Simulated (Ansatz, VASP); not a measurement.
**One calculation of K3Os, two programs**

```xyz
8
Lattice="7.1117 0.0000 0.0000 -3.5559 6.1589 0.0000 0.0000 0.0000 5.7083" Properties=species:S:1:pos:R:3 pbc="T T T"
K     3.5559    4.1019    1.4271
K    -1.7744    5.1304    4.2812
K     1.7815    1.0285    1.4271
K     0.0000    2.0571    4.2812
K     5.3302    1.0285    1.4271
K     1.7744    5.1304    4.2812
Os    0.0000    4.1060    1.4271
Os    3.5559    2.0530    4.2812
```

Alike in both runs: task single point; functional PBE; k mesh 3 × 3 × 4; occupations gaussian, width 0.1 eV; no spin polarisation.

|  | VASP | Ansatz |
| --- | --- | --- |
| version | VASP 6.6.1 | Ansatz 0.2.0 |
| potentials or method | VASP PAW PBE potentials, release 64 (K_sv, Os), cutoff 520 eV | scalar-relativistic, plane waves, PAW |
| valence electrons in the cell | 70 | 86 |

```csv
,VASP,Ansatz,Ansatz less VASP
gap on the k mesh at the Fermi level (eV),none,none,-
pressure (GPa),1.9,1.9,-0.02
"traceless stress, the component that is largest in VASP (GPa)",0.33,0.33,+0.002
rms of the force components (eV/Å),0.392,0.391,-0.0003
```

Atom by atom the forces differ by 0.000 eV/Å (rms over components). A gap of «none» marks a metal or a gap that the smearing closes. VASP's potentials hold 70 valence electrons a cell and Ansatz's 86, so a difference there can come from the potentials and not from the codes.

Spin-orbit coupling is off throughout.
